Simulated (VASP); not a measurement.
# Ba (Pm-3m) in VASP: notebook, part 2 of 2

VASP 6.6.1. Earlier steps stand in the parts before.

## Step 4: Single point, PBE (volume scaled by 1.04)

Input file INCAR:

```
PREC     = Accurate       # precision mode
ENCUT    = 520            # plane-wave cutoff, eV
EDIFF    = 1E-6           # SCF threshold, eV
ISMEAR   = -1             # smearing method
SIGMA    = 0.1            # smearing width, eV
LREAL    = F              # projectors in reciprocal space
LASPH    = T              # aspherical terms in the spheres
NELM     = 60             # most SCF steps
ALGO     = Normal         # electronic algorithm
ISIF     = 2              # what is computed and relaxed
LWAVE    = F              # write WAVECAR
LCHARG   = F              # write CHGCAR
GGA      = PE             # functional
NBANDS   = 11             # bands
```

Input file KPOINTS:

```
regular mesh
0
Gamma
  9 9 9
```

Input file POSCAR:

```
Ba
1.0
    4.0061800489      0.0000000000      0.0000000000
    0.0000000000      4.0061800489      0.0000000000
    0.0000000000      0.0000000000      4.0061800489
Ba
1
Direct
    0.0000000000      0.0000000000      0.0000000000
```

Potentials or basis: VASP PAW PBE potentials, release 64 (Ba_sv).

Command:

```sh
cat potpaw_PBE.64/Ba_sv/POTCAR > POTCAR
mpirun -np 1 vasp_std > vasp.out
```

OUTCAR:

```text
PREC = Accurate
   ENCUT = 520
   EDIFF = 1E-6
   ISMEAR = -1
   LREAL = F
   LASPH = T
   NELM = 60
   ISIF = 2
   GGA = PE

 ion  position               nearest neighbor table
   1  0.000  0.000  0.000-

  LATTYP: Found a simple cubic cell.
 ALAT       =     4.0061800489

  Lattice vectors:

 A1 = (   4.0061800489,   0.0000000000,   0.0000000000)
 A2 = (   0.0000000000,   4.0061800489,   0.0000000000)
 A3 = (   0.0000000000,   0.0000000000,   4.0061800489)

Analysis of symmetry for initial positions (statically):
=====================================================================
 Subroutine PRICEL returns:
 Original cell was already a primitive cell.

 Routine SETGRP: Setting up the symmetry group for a
 simple cubic supercell.

 Subroutine GETGRP returns: Found 48 space group operations
 (whereof 48 operations were pure point group operations)
 out of a pool of 48 trial point group operations.

The static configuration has the point symmetry O_h .

Analysis of symmetry for dynamics (positions and initial velocities):
=====================================================================
[... 167 lines left out ...]
      1     -27.6891      2.00000
      2     -12.5606      2.00000
      3     -12.5606      2.00000
      4     -12.5606      2.00000
      5      -1.0588      2.00000
      6       1.5802      0.70861
      7       1.5802      0.70861
      8       6.1768      0.00000
      9       6.1768      0.00000
     10       6.1768      0.00000
     11       8.8658      0.00000
[... 309 lines left out ...]
 k-point    24 :       0.4444    0.3333    0.1111
  band No.  band energies     occupation
      1     -27.5987      2.00000
      2     -13.0948      2.00000
      3     -12.9516      2.00000
      4     -12.5350      2.00000
      5       0.9941      1.98967
      6       2.1304      0.00446
      7       3.4175      0.00000
      8       3.6288      0.00000
      9       4.8259      0.00000
     10       5.3982      0.00000
     11       7.8874      0.00000

 [... further k-points ...]

------------------------ aborting loop because EDIFF is reached ----------------------------------------

  FORCE on cell =-STRESS in cart. coord.  units (eV):
  Direction    XX          YY          ZZ          XY          YZ          ZX
  --------------------------------------------------------------------------------------
  -------------------------------------------------------------------------------------
  Total       -0.0589978     -0.0589978     -0.0589978      0.0000000      0.0000000     -0.0000000
  in kB       -1.4701283     -1.4701283     -1.4701283      0.0000000      0.0000000     -0.0000000
  external PRESSURE =      -1.4701283 kB  Pullay stress =       0.0000000 kB

 VOLUME and BASIS-vectors are now :
 -----------------------------------------------------------------------------
  energy-cutoff  :      520.00
  volume of cell :       64.30
      direct lattice vectors                 reciprocal lattice vectors
     4.006180049  0.000000000  0.000000000     0.249614343  0.000000000  0.000000000
     0.000000000  4.006180049  0.000000000     0.000000000  0.249614343  0.000000000
     0.000000000  0.000000000  4.006180049     0.000000000  0.000000000  0.249614343

 POSITION                                       TOTAL-FORCE (eV/Angst)
 -----------------------------------------------------------------------------------
      0.00000      0.00000      0.00000         0.000000      0.000000      0.000000
 -----------------------------------------------------------------------------------
    total drift:                                0.000000      0.000000     -0.000000

  FREE ENERGIE OF THE ION-ELECTRON SYSTEM (eV)
  ---------------------------------------------------
  free  energy   TOTEN  =        -1.6125299734 eV

  energy  without entropy=       -1.5751434868  energy(sigma->0) =       -1.59383673
```

stdout:

```text
POSCAR found type information on POSCAR Ba
 POSCAR found :  1 types and       1 ions
 scaLAPACK will be used
 LDA part: xc-table for (Slater+PW92), standard interpolation
 POSCAR, INCAR and KPOINTS ok, starting setup
 FFT: planning ... GRIDC
 FFT: planning ... GRID_SOFT
 FFT: planning ... GRID
 WAVECAR not read
 entering main loop
```

Wall time 13 s (1 thread of Intel Xeon Platinum 8259CL at 2.50GHz (Skylake/Cascade Lake), shared host); peak memory 0.17 GiB.

What came out:

```
Free energy            : -1.6125 eV
Pressure               : -0.1 GPa
Band gap on the k mesh : 0.11 eV, indirect (least direct gap 0.13 eV)
```

Caveat: spin-orbit coupling is left out, which moves the levels of the heavy elements.

## Step 5: Single point, PBE (volume scaled by 1.08)

Input file INCAR:

```
SYSTEM = Ba
PREC = Accurate
ENCUT = 520
EDIFF = 1E-7
ISMEAR = -1
SIGMA = 0.1
LREAL = .False.
LASPH = .True.
NELM = 60
ALGO = Normal
ISIF = 2
LWAVE = .False.
LCHARG = .True.
GGA = PE
LELF = .True.
LVHAR = .True.
NBANDS = 11
```

Input file KPOINTS:

```
Automatic mesh
0
Gamma
  9 9 9
  0 0 0
```

Input file POSCAR:

```
Ba
1.0
    4.0568965728      0.0000000000      0.0000000000
    0.0000000000      4.0568965728      0.0000000000
    0.0000000000      0.0000000000      4.0568965728
Ba
1
Direct
    0.0000000000      0.0000000000      0.0000000000
```

Command:

```sh
cat potpaw_PBE.64/Ba_sv/POTCAR > POTCAR
mpirun -np 1 vasp_std > vasp.out
```

It took 17 s on 1 thread of Intel Xeon Platinum 8259CL at 2.50GHz (Skylake/Cascade Lake), shared host; peak memory 0.17 GiB.

It converged, with:

```
Free energy            : -1.6084 eV
Pressure               : -0.4 GPa
Band gap on the k mesh : 0.10 eV, indirect (least direct gap 0.13 eV)
```

Levels at points of the mesh, in eV from the valence-band top:
```csv
k point,band 2,band 3,band 4,band 5,band 6,band 7,band 8,band 9
"(0.00, 0.00, 0.00)",-14.13,-14.13,-14.13,-2.55,0.10,0.10,4.51,4.51
```

Caveat: spin-orbit coupling is left out, which moves the levels of the heavy elements.

## Step 6: Single point, PBE (volume scaled by 1.12)

Input file INCAR:

```
SYSTEM = Ba
ALGO = Normal
EDIFF = 1E-6
ENCUT = 520
GGA = PE
ISIF = 2
ISMEAR = -1
LASPH = .True.
LCHARG = .False.
LREAL = .False.
LWAVE = .False.
NBANDS = 11
NELM = 80
PREC = Accurate
SIGMA = 0.1
```

Input file KPOINTS:

```
k-points
0
Gamma
  9 9 9
  0 0 0
```

Input file POSCAR:

```
Ba
1.0
    4.1063757977      0.0000000000      0.0000000000
    0.0000000000      4.1063757977      0.0000000000
    0.0000000000      0.0000000000      4.1063757977
Ba
1
Direct
    0.0000000000      0.0000000000      0.0000000000
```

Potentials or basis: VASP PAW PBE potentials, release 64 (Ba_sv).

Command:

```sh
cat potpaw_PBE.64/Ba_sv/POTCAR > POTCAR
mpirun -np 1 vasp_std > vasp.out
```

Run time: 11 s. Hardware: 1 thread of Intel Xeon Platinum 8259CL at 2.50GHz (Skylake/Cascade Lake), shared host; peak memory 0.18 GiB.

Results (log left out):

```
Free energy : -1.6011 eV
Pressure    : -0.6 GPa
```

Levels at points of the mesh, in eV from the Fermi level:
| k point | band 3 | band 4 | band 5 | band 6 | band 7 | band 8 |
| --- | --- | --- | --- | --- | --- | --- |
| (0.00, 0.00, 0.00) | -14.23 | -14.23 | -2.56 | 0.09 | 0.09 | 4.33 |

Caveat: spin-orbit coupling is left out, which moves the levels of the heavy elements.

## Step 7: The runs side by side

```tsv
cell	k mesh	gap on the mesh (eV)	pressure (GPa)
a = 3.954 Å, 1 atom	8 × 8 × 8	none	0.1
a = 3.954 Å, 1 atom	9 × 9 × 9	0.12	0.1
a = 4.006 Å, 1 atom	9 × 9 × 9	0.11	-0.1
a = 4.057 Å, 1 atom	9 × 9 × 9	0.10	-0.4
a = 4.106 Å, 1 atom	9 × 9 × 9	-	-0.6
```

Alike in all rows: task single point; level PBE; potentials or basis VASP PAW PBE potentials, release 64 (Ba_sv); no spin polarisation; cutoff (eV) 520; smearing fermi-dirac 0.1 eV.

Caveats: spin-orbit coupling is left out, which moves the levels of the heavy elements.

Total energies depend on the potentials used, so only differences within one code and one set of settings carry meaning.
